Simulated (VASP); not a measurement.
# TaCuSe3 (P4mm) in VASP: relaxation of cell and atoms with PBE

Aim: the relaxation of cell and atoms of TaCuSe3 with PBE.

Program: VASP 6.6.1. These are calculated values, not measurements. Logs are shortened: lines on timing, memory, paths and dates and some standing lists are left out, and cuts for length are marked.

**1. The cell of the first run**

It takes space group P4mm (No. 99, tetragonal). Conventional cell: a = 4.507 Å, b = 4.507 Å, c = 4.563 Å, α = 90.00°, β = 90.00°, γ = 90.00°. Within 4.2 Å of Ta (site symmetry 4mm) lie 12 Se at 3.16 to 3.26 Å and 8 Cu at 3.88 to 3.96 Å. Cu (site symmetry 4mm) has 6 Se at 2.10 to 2.46 Å within 2.8 Å. Within 2.8 Å of Se (site symmetry 4mm) lie 2 Cu at 2.10 to 2.46 Å. Within 3.0 Å of Se (site symmetry 2mm) lie 2 Cu at 2.26 Å.

**2. Relaxation of cell and atoms, PBE**

Contents of INCAR:

```
SYSTEM = TaCuSe3
PREC     = Accurate       ! precision mode
ENCUT    = 600            ! plane-wave cutoff, eV
EDIFF    = 1E-6           ! SCF threshold, eV
ISMEAR   = 0              ! smearing method
SIGMA    = 0.1            ! smearing width, eV
LREAL    = .FALSE.        ! projectors in reciprocal space
LASPH    = .TRUE.         ! aspherical terms in the spheres
NELM     = 80             ! most SCF steps
ALGO     = Normal         ! electronic algorithm
ISIF     = 3              ! what is computed and relaxed
LWAVE    = .FALSE.        ! write WAVECAR
LCHARG   = .FALSE.        ! write CHGCAR
GGA      = PE             ! functional
IBRION   = 2              ! ionic algorithm
NSW      = 90             ! ionic steps
EDIFFG   = -0.04          ! ionic threshold
```

Contents of KPOINTS:

```
Automatic mesh
0
G
  4 4 4
  0 0 0
```

Contents of POSCAR:

```
TaCuSe3
1.0
    4.5067567621      0.0000000000      0.0000000000
    0.0000000000      4.5067567621      0.0000000000
    0.0000000000      0.0000000000      4.5632324108
Ta Cu Se
1 1 3
Direct
    0.0000000000      0.0000000000      0.0000000000
    0.5000000000      0.5000000000      0.5150000000
    0.5000000000      0.5000000000      0.9750000000
    0.0000000000      0.5000000000      0.4850000000
    0.5000000000      0.0000000000      0.4850000000
```

Potentials or basis: VASP PAW PBE potentials, release 64 (Ta_pv, Cu, Se).

Run with:

```bash
> cat potpaw_PBE.64/Ta_pv/POTCAR potpaw_PBE.64/Cu/POTCAR potpaw_PBE.64/Se/POTCAR > POTCAR
> mpirun -np 1 vasp_std > vasp.out
```

OUTCAR:

```text
SYSTEM = TaCuSe3
   PREC = Accurate
   ENCUT = 600
   EDIFF = 1E-6
   ISMEAR = 0
   LREAL = .FALSE.
   LASPH = .TRUE.
   NELM = 80
   ISIF = 3
   GGA = PE
   IBRION = 2
   NSW = 90
   EDIFFG = -0.04

 ion  position               nearest neighbor table
   1  0.000  0.000  0.000-   4 3.16   5 3.16   4 3.16   5 3.16   3 3.19   3 3.19   3 3.19   3 3.19

   2  0.500  0.500  0.515-   3 2.10   4 2.26   5 2.26   5 2.26   4 2.26   3 2.46
   3  0.500  0.500  0.975-   2 2.10   2 2.46   1 3.19   1 3.19   1 3.19   1 3.19
   4  0.000  0.500  0.485-   2 2.26   2 2.26   1 3.16   1 3.16
   5  0.500  0.000  0.485-   2 2.26   2 2.26   1 3.16   1 3.16

  LATTYP: Found a simple tetragonal cell.
 ALAT       =     4.5067567621
 C/A-ratio  =     1.0125313283

  Lattice vectors:

 A1 = (   4.5067567621,   0.0000000000,   0.0000000000)
 A2 = (   0.0000000000,   4.5067567621,   0.0000000000)
 A3 = (   0.0000000000,   0.0000000000,   4.5632324108)

Analysis of symmetry for initial positions (statically):
=====================================================================
 Subroutine PRICEL returns:
 Original cell was already a primitive cell.

 Routine SETGRP: Setting up the symmetry group for a
 simple tetragonal supercell.

 Subroutine GETGRP returns: Found  8 space group operations
 (whereof  8 operations were pure point group operations)
 out of a pool of 16 trial point group operations.

The static configuration has the point symmetry C_4v.

Analysis of symmetry for dynamics (positions and initial velocities):
=====================================================================
 Subroutine PRICEL returns:
 Original cell was already a primitive cell.

 Routine SETGRP: Setting up the symmetry group for a
 simple tetragonal supercell.

 Subroutine GETGRP returns: Found  8 space group operations
 (whereof  8 operations were pure point group operations)
 out of a pool of 16 trial point group operations.

The dynamic configuration has the point symmetry C_4v.

 Subroutine INISYM returns: Found  8 space group operations
 (whereof  8 operations are pure point group operations),
 and found     1 'primitive' translations

----------------------------------------------------------------------------------------

                                     Primitive cell

  volume of cell :      92.6832

  direct lattice vectors                    reciprocal lattice vectors
     4.506756762  0.000000000  0.000000000     0.221889055  0.000000000  0.000000000
[... 79 lines left out ...]
   ISPIN  =      1    spin polarized calculation?
   LNONCOLLINEAR =      F non collinear calculations
   LSORBIT =      F    spin-orbit coupling
   LASPH  =      T    aspherical Exc in radial PAW
   ENCUT  =  600.0 eV  44.10 Ry    6.64 a.u.   9.00  9.00  9.11*2*pi/ulx,y,z
   NELM   =     80;   NELMIN=  2; NELMDL= -5     # of ELM steps
   EDIFF  = 0.1E-05   stopping-criterion for ELM
   LREAL  =      F    real-space projection
   EDIFFG = -.4E-01   stopping-criterion for IOM
   NSW    =     90    number of steps for IOM
   IBRION =      2    ionic relax: 0-MD 1-quasi-New 2-CG
   NFREE  =      1    steps in history (QN), initial steepest desc. (CG)
   ISIF   =      3    stress and relaxation
   ISYM   =      2    0-nonsym 1-usesym 2-fastsym
   POTIM  = 0.5000    time-step for ionic-motion
   TEBEG  =    0.0;   TEEND  =   0.0 temperature during run
   PSTRESS=    0.0 pullay stress
   NELECT =      40.0000    total number of electrons
   NUPDOWN=      -1.0000    fix difference up-down
   EMIN   =  10.00;   EMAX   =-10.00  energy-range for DOS
   EFERMI =   0.00;   METHOD = LEGACY
   ISMEAR =     0;   SIGMA  =   0.10  broadening in eV -4-tet -1-fermi 0-gaus
   EFERMI_NEDOS =   21; number of points for ismear=-14 and -15
   IALGO  =     38    algorithm
   IMIX   =      4    mixing-type and parameters
     AMIX     =   0.40;   BMIX     =  1.00
     AMIX_MAG =   1.60;   BMIX_MAG =  1.00
  volume/ion in A,a.u.               =      18.54       125.09
  Fermi-wavevector in a.u.,A,eV,Ry     =   1.237166  2.337904 20.824793  1.530579
  Thomas-Fermi vector in A             =   2.371744
   LORBIT       =      0    0 simple, 1 ext, 2 COOP (PROOUT), +10 PAW based schemes
   GGA     = PE    functional components
   LHFCALC =     F    Hartree Fock is set to
   AEXX    =    0.0000 exact exchange contribution
   IVDW    =     0    specifies the selected vdW correction
   LEPSILON=     F    determine dielectric tensor
   LRPA    =     F    only Hartree local field effects (RPA)
 conjugate gradient relaxation of ions
 non-spin polarized calculation
 Gauss-broadening in eV      SIGMA  =   0.10
  energy-cutoff  :      600.00
  volume of cell :       92.68
 maximum number of plane-waves:      3120
   NGX = 19   NGY = 19   NGZ = 19

--------------------------------------- Ionic step        1  -------------------------------------------

 number of electron      40.0000000 magnetization

 Free energy of the ion-electron system (eV)
  ---------------------------------------------------
  ext. energy  EPLUGINS =         0.00000000
  ---------------------------------------------------
  free energy    TOTEN  =       -21.53303814 eV

  energy without entropy =      -21.52449894  energy(sigma->0) =      -21.52876854

------------------------ aborting loop because EDIFF is reached ----------------------------------------

  FORCE on cell =-STRESS in cart. coord.  units (eV):
  Direction    XX          YY          ZZ          XY          YZ          ZX
  --------------------------------------------------------------------------------------
  -------------------------------------------------------------------------------------
  Total        5.7769087      5.7769087      7.3923333      0.0000000     -0.0000000      0.0000000
  in kB       99.8631505     99.8631505    127.7883595      0.0000000     -0.0000000      0.0000000
  external PRESSURE =     109.1715535 kB  Pullay stress =       0.0000000 kB
[... 1087 lines left out ...]
     23       6.1061      0.00000
     24       6.1061      0.00000

[... ionic steps 4 to 43 ...]

--------------------------------------- Ionic step       44  -------------------------------------------

 number of electron      40.0000041 magnetization

------------------------ aborting loop because EDIFF is reached ----------------------------------------
[... 73 lines left out ...]
--------------------------------------- Ionic step       46  -------------------------------------------

 number of electron      40.0000030 magnetization

 Free energy of the ion-electron system (eV)
  ---------------------------------------------------
  ext. energy  EPLUGINS =         0.00000000
  ---------------------------------------------------
  free energy    TOTEN  =       -25.83488895 eV

  energy without entropy =      -25.81333149  energy(sigma->0) =      -25.82411022

 E-fermi :   4.5015     XC(G=0):  -9.8181

 val. band max:        4.4518100449   @ k =   0.2500   0.2500   0.5000
 cond. band min:       4.5351787431   @ k =   0.5000   0.0000   0.5000
 fundamental gap:      0.0833686982
 Fermi energy:         4.5014725647
[... 516 lines left out ...]
  FREE ENERGIE OF THE ION-ELECTRON SYSTEM (eV)
  ---------------------------------------------------
  free  energy   TOTEN  =       -25.8348889471 eV

  energy  without entropy=      -25.8133314861  energy(sigma->0) =      -25.82411022

 reached required accuracy - stopping structural energy minimisation
```

OSZICAR:

```text
N       E                     dE             d eps       ncg     rms          rms(c)
DAV:   1     0.350928692993E+03    0.35093E+03   -0.20679E+04   872   0.200E+03
DAV:   2     0.105211927362E+02   -0.34041E+03   -0.33442E+03   912   0.438E+02
DAV:   3    -0.245211806958E+02   -0.35042E+02   -0.34405E+02  1184   0.125E+02
DAV:   4    -0.259565995999E+02   -0.14354E+01   -0.14184E+01  1048   0.240E+01
[... 536 lines left out ...]
DAV:   3    -0.258349749536E+02    0.64539E-03   -0.58077E-03  1184   0.213E+00    0.781E-02
DAV:   4    -0.258349134000E+02    0.61554E-04   -0.50239E-04  1232   0.177E-01    0.399E-02
DAV:   5    -0.258348927724E+02    0.20628E-04   -0.65449E-05  1328   0.187E-01    0.161E-02
DAV:   6    -0.258348895970E+02    0.31754E-05   -0.12538E-05  1168   0.478E-02    0.589E-03
DAV:   7    -0.258348889471E+02    0.64998E-06   -0.17140E-06   616   0.138E-02
  46 F= -.25834889E+02 E0= -.25824110E+02  d E =-.150640E-03
```

CONTCAR:

```text
TaCuSe3
   1.00000000000000
     4.1251399205125230   -0.0000000000000000   -0.0000000000000000
     0.0000000000000000    4.1251399205125230   -0.0000000000000001
    -0.0000000000000000    0.0000000000000000    6.6063018702122216
  Ta              Cu              Se
     1     1     3
Direct
     0.0000000000000000    0.0000000000000000    0.1427476136352498
     0.5000000000000000    0.5000000000000000    0.5992841602898034
     0.5000000000000000    0.5000000000000000    0.9531978467857372
     0.0000000000000000    0.5000000000000000    0.3823851896446051
     0.5000000000000000    0.0000000000000000    0.3823851896446051

  0.00000000E+00  0.00000000E+00  0.00000000E+00
  0.00000000E+00  0.00000000E+00  0.00000000E+00
  0.00000000E+00  0.00000000E+00  0.00000000E+00
  0.00000000E+00  0.00000000E+00  0.00000000E+00
  0.00000000E+00  0.00000000E+00  0.00000000E+00
```

Run time: 37 min. Hardware: 1 thread of AMD EPYC 7R43 (Zen 3), shared host; peak memory 0.22 GiB.

Results:

| Quantity | Value |
| --- | --- |
| Free energy | -25.8349 eV |
| Relaxed volume | 22.48 Å³/atom |
| Relaxed cell | a = 4.125 Å, b = 4.125 Å, c = 6.606 Å, α = 90.00°, β = 90.00°, γ = 90.00° |
| Space group after relaxing (to 0.1 Å) | P4mm (No. 99) |
| Energy gained by relaxing | 860.4 meV/atom |
| Ionic steps | 46 |
| Pressure after relaxing | -0.1 GPa |
| Largest force after relaxing | 0.028 eV/Å |
| Band gap on the k mesh | zero (bands 20 and 21 overlap by 0.72 eV) |

Forces on the atoms (eV/Å):
```
Ta   0.000  0.000  0.000
Cu   0.000  0.000  0.028
Se   0.000  0.000 -0.007
Se   0.000  0.000 -0.011
Se   0.000  0.000 -0.011
```

The path:
| step | energy change (eV) | largest force (eV/Å) | pressure (GPa) | volume (Å³) |
| --- | --- | --- | --- | --- |
| 1 | 0.0000 | 3.6081 | 10.92 | 92.68 |
| 3 | -0.5228 | 0.5933 | -0.24 | 101.70 |
| 5 | -0.5230 | 0.5867 | 0.08 | 101.33 |
| 7 | -0.6906 | 1.6635 | -0.21 | 102.16 |
| 9 | -1.2120 | 1.2126 | 4.27 | 104.94 |
| 11 | -1.2992 | 1.8950 | 2.23 | 104.46 |
| 13 | -1.3288 | 1.7476 | 2.43 | 104.80 |
| 15 | -1.3621 | 1.0390 | 3.44 | 106.13 |
| 17 | -1.3975 | 1.2146 | 3.03 | 105.98 |
| 19 | -1.6508 | 1.0101 | 1.81 | 107.63 |
| 21 | -2.2653 | 0.6524 | -0.75 | 114.09 |
| 23 | -2.4225 | 0.8898 | -0.80 | 120.33 |
| 25 | -2.7414 | 1.1509 | 0.85 | 116.60 |
| 27 | -1.8103 | 3.5285 | 17.61 | 98.22 |
| 29 | -3.1885 | 0.7248 | 3.45 | 110.50 |
| 31 | -3.4151 | 1.3389 | -0.15 | 114.47 |
| 33 | -3.8847 | 1.1834 | -4.27 | 121.54 |
| 35 | -4.1319 | 1.0562 | -0.59 | 116.12 |
| 37 | -4.1996 | 0.8326 | -0.23 | 115.13 |
| 39 | -4.2832 | 0.5932 | -0.08 | 114.02 |
| 41 | -4.2966 | 0.1245 | -0.80 | 113.71 |
| 43 | -4.3010 | 0.0717 | 0.00 | 112.15 |
| 45 | -4.3017 | 0.0554 | 0.06 | 112.26 |
| 46 | -4.3019 | 0.0280 | -0.07 | 112.42 |

Final structure:
```
Ta Cu Se
1.0
     4.12514    0.00000    0.00000
     0.00000    4.12514    0.00000
     0.00000    0.00000    6.60630
Ta Cu Se
1 1 3
Direct
  0.00000 0.00000 0.14275
  0.50000 0.50000 0.59928
  0.50000 0.50000 0.95320
  0.00000 0.50000 0.38239
  0.50000 0.00000 0.38239
```

Caveat: the volume moved by over 15 % at a fixed basis, so the end points are rough; spin-orbit coupling is left out, which moves the levels of the heavy elements. With open d or f shells a metallic result of PBE can be an artefact of self-interaction; +U or a hybrid may open a gap.

The gap in the log of VASP goes by the Fermi energy; the results here count the filled bands.